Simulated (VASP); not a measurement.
# FeCo3 (Pm-3m) in VASP: single point with PBEsol

Aim: the single point of FeCo3 with PBEsol.

Everything below comes from runs of VASP 6.6.1. Logs are shortened: lines on timing, memory, paths and dates and some standing lists are left out, and cuts for length are marked.

## 1. The cell of the first run

The structure is cubic, space group Pm-3m (No. 221). The conventional cell has a = 3.488 Å, b = 3.488 Å, c = 3.488 Å, α = 90.00°, β = 90.00°, γ = 90.00°. Fe (site symmetry m-3m) has 12 Co at 2.47 Å within 3.3 Å. Within 3.3 Å of Co (site symmetry 4/mmm) lie 4 Fe at 2.47 Å and 8 Co at 2.47 Å.

## 2. Single point, PBEsol, collinear spin, ferromagnetic start

Contents of INCAR:

```
ALGO     = Normal         # electronic algorithm
EDIFF    = 1E-6           # SCF threshold, eV
ENCUT    = 520            # plane-wave cutoff, eV
GGA      = PS             # functional
ISIF     = 2              # what is computed and relaxed
ISMEAR   = 0              # smearing method
ISPIN    = 2              # spin polarisation
LASPH    = T              # aspherical terms in the spheres
LCHARG   = F              # write CHGCAR
LMAXMIX  = 4              # l up to which the mixer works
LORBIT   = 11             # projections on sites
LREAL    = F              # projectors in reciprocal space
LWAVE    = F              # write WAVECAR
MAGMOM   = 2.89 1.86 1.86 1.86 # initial moments
NBANDS   = 30             # bands
NELM     = 150            # most SCF steps
PREC     = Accurate       # precision mode
SIGMA    = 0.1            # smearing width, eV
```

Contents of KPOINTS:

```
k-points
0
Gamma
  12 12 12
```

Contents of POSCAR:

```
FeCo3
1.0
    3.4876514721      0.0000000000      0.0000000000
    0.0000000000      3.4876514721      0.0000000000
    0.0000000000      0.0000000000      3.4876514721
Fe Co
1 3
Direct
    0.0000000000      0.0000000000      0.0000000000
    0.5000000000      0.5000000000      0.0000000000
    0.5000000000      0.0000000000      0.5000000000
    0.0000000000      0.5000000000      0.5000000000
```

Potentials or basis: VASP PAW PBE potentials, release 64 (Fe, Co).

Started as:

```bash
$ cat potpaw_PBE.64/Fe/POTCAR potpaw_PBE.64/Co/POTCAR > POTCAR
$ mpirun -np 1 vasp_std > vasp.out
```

OUTCAR:

```text
EDIFF = 1E-6
   ENCUT = 520
   GGA = PS
   ISIF = 2
   ISMEAR = 0
   ISPIN = 2
   LASPH = T
   LORBIT = 11
   LREAL = F
   NELM = 150
   PREC = Accurate

 ion  position               nearest neighbor table
   1  0.000  0.000  0.000-   2 2.47   3 2.47   4 2.47   3 2.47   4 2.47   2 2.47   4 2.47   4 2.47
                             2 2.47   3 2.47   3 2.47   2 2.47
   2  0.500  0.500  0.000-   1 2.47   3 2.47   4 2.47   3 2.47   4 2.47   1 2.47   3 2.47   3 2.47
                             1 2.47   4 2.47   4 2.47   1 2.47
   3  0.500  0.000  0.500-   1 2.47   2 2.47   4 2.47   1 2.47   2 2.47   2 2.47   4 2.47   2 2.47
                             1 2.47   4 2.47   1 2.47   4 2.47
   4  0.000  0.500  0.500-   1 2.47   2 2.47   3 2.47   1 2.47   2 2.47   1 2.47   3 2.47   1 2.47
                             2 2.47   3 2.47   2 2.47   3 2.47

  LATTYP: Found a simple cubic cell.
 ALAT       =     3.4876514721

  Lattice vectors:

 A1 = (   3.4876514721,   0.0000000000,   0.0000000000)
 A2 = (   0.0000000000,   3.4876514721,   0.0000000000)
 A3 = (   0.0000000000,   0.0000000000,   3.4876514721)

Analysis of symmetry for initial positions (statically):
=====================================================================
 Subroutine PRICEL returns:
 Original cell was already a primitive cell.

 Routine SETGRP: Setting up the symmetry group for a
 simple cubic supercell.

 Subroutine GETGRP returns: Found 48 space group operations
 (whereof 48 operations were pure point group operations)
 out of a pool of 48 trial point group operations.

The static configuration has the point symmetry O_h .

Analysis of symmetry for dynamics (positions and initial velocities):
=====================================================================
 Subroutine PRICEL returns:
 Original cell was already a primitive cell.

 Routine SETGRP: Setting up the symmetry group for a
 simple cubic supercell.

 Subroutine GETGRP returns: Found 48 space group operations
 (whereof 48 operations were pure point group operations)
 out of a pool of 48 trial point group operations.

The dynamic configuration has the point symmetry O_h .

Analysis of structural, dynamic, and magnetic symmetry:
=====================================================================
 Subroutine PRICEL returns:
 Original cell was already a primitive cell.

 Routine SETGRP: Setting up the symmetry group for a
 simple cubic supercell.

 Subroutine GETGRP returns: Found 48 space group operations
 (whereof 48 operations were pure point group operations)
 out of a pool of 48 trial point group operations.

The overall configuration has the point symmetry O_h .

[... 132 lines left out ...]
   LRPA    =     F    only Hartree local field effects (RPA)
 spin polarized calculation
 Gauss-broadening in eV      SIGMA  =   0.10
  energy-cutoff  :      520.00
  volume of cell :       42.42
 maximum number of plane-waves:      1189
 NGX is ok and might be reduce to    28
   NGX = 13   NGY = 13   NGZ = 13

 number of electron      34.9999974 magnetization       7.1759468

 Free energy of the ion-electron system (eV)
  ---------------------------------------------------
  ext. energy  EPLUGINS =         0.00000000
  ---------------------------------------------------
  free energy    TOTEN  =       -32.04283363 eV

  energy without entropy =      -32.02295730  energy(sigma->0) =      -32.03289547

 E-fermi :   9.4267     XC(G=0): -13.6987

 val. band max:        9.4251180673   @ k =   0.4167   0.4167   0.0000
 cond. band min:       9.4344721958   @ k =   0.5000   0.3333   0.1667
 fundamental gap:      0.0093541285
 Fermi energy:         9.4266650142

 spin component 1

 k-point     1 :       0.0000    0.0000    0.0000
  band No.  band energies     occupation
      1       0.3141      1.00000
      2       3.9913      1.00000
      3       3.9913      1.00000
      4       4.1377      1.00000
      5       4.7371      1.00000
      6       4.7371      1.00000
[... 757 lines left out ...]
     28      22.3941      0.00000
     29      23.0409      0.00000

 [... further k-points ...]

 spin component 2

 k-point     1 :       0.0000    0.0000    0.0000
  band No.  band energies     occupation
      1       0.4648      1.00000
      2       5.2826      1.00000
      3       5.3284      1.00000
      4       5.3285      1.00000
      5       6.0726      1.00000
      6       6.0726      1.00000
[... 757 lines left out ...]
     28      23.0016      0.00000
     29      23.6847      0.00000

 [... further k-points ...]

 [bands above 29 left out]

------------------------ aborting loop because EDIFF is reached ----------------------------------------

  FORCE on cell =-STRESS in cart. coord.  units (eV):
  Direction    XX          YY          ZZ          XY          YZ          ZX
  --------------------------------------------------------------------------------------
  -------------------------------------------------------------------------------------
  Total       -0.1409382     -0.1409382     -0.1409382     -0.0000000     -0.0000000      0.0000000
  in kB       -5.3228002     -5.3228002     -5.3228002     -0.0000000     -0.0000000      0.0000000
  external PRESSURE =      -5.3228002 kB  Pullay stress =       0.0000000 kB

 VOLUME and BASIS-vectors are now :
 -----------------------------------------------------------------------------
  energy-cutoff  :      520.00
  volume of cell :       42.42
      direct lattice vectors                 reciprocal lattice vectors
     3.487651472  0.000000000  0.000000000     0.286725898  0.000000000  0.000000000
     0.000000000  3.487651472  0.000000000     0.000000000  0.286725898  0.000000000
     0.000000000  0.000000000  3.487651472     0.000000000  0.000000000  0.286725898

 POSITION                                       TOTAL-FORCE (eV/Angst)
 -----------------------------------------------------------------------------------
      0.00000      0.00000      0.00000         0.000000      0.000000      0.000000
      1.74383      1.74383      0.00000         0.000000      0.000000      0.000000
      1.74383      0.00000      1.74383         0.000000      0.000000      0.000000
      0.00000      1.74383      1.74383         0.000000      0.000000      0.000000
 -----------------------------------------------------------------------------------
    total drift:                                0.000000      0.000000      0.000000

  FREE ENERGIE OF THE ION-ELECTRON SYSTEM (eV)
  ---------------------------------------------------
  free  energy   TOTEN  =       -32.0428336341 eV

  energy  without entropy=      -32.0229573048  energy(sigma->0) =      -32.03289547

 total charge

# of ion       s       p       d       tot
------------------------------------------
    1        0.505   0.568   6.246   7.319
    2        0.507   0.558   7.285   8.351
    3        0.507   0.558   7.285   8.351
    4        0.507   0.558   7.285   8.351
--------------------------------------------------
tot          2.027   2.243  28.102  32.371

 magnetization (x)

# of ion       s       p       d       tot
------------------------------------------
    1       -0.005  -0.034   2.540   2.501
    2       -0.018  -0.048   1.624   1.557
    3       -0.018  -0.048   1.624   1.557
    4       -0.018  -0.048   1.624   1.557
--------------------------------------------------
tot         -0.060  -0.178   7.411   7.172
```

Wall time 2.8 min (1 thread of AMD EPYC 7R13 (Zen 3), shared host); peak memory 0.26 GiB.

What came out:

| Item | Value |
| --- | --- |
| Free energy | -32.0428 eV |
| Pressure | -0.5 GPa |
| Net moment | 7.18 μB per cell |
| Site moments | Fe +2.50; Co +1.56 μB |
| Valence electrons inside the program's atomic spheres | Fe 7.32; Co 8.35 |

Caveat: the PAW data sets were made with another functional, which shifts forces and pressure a little.
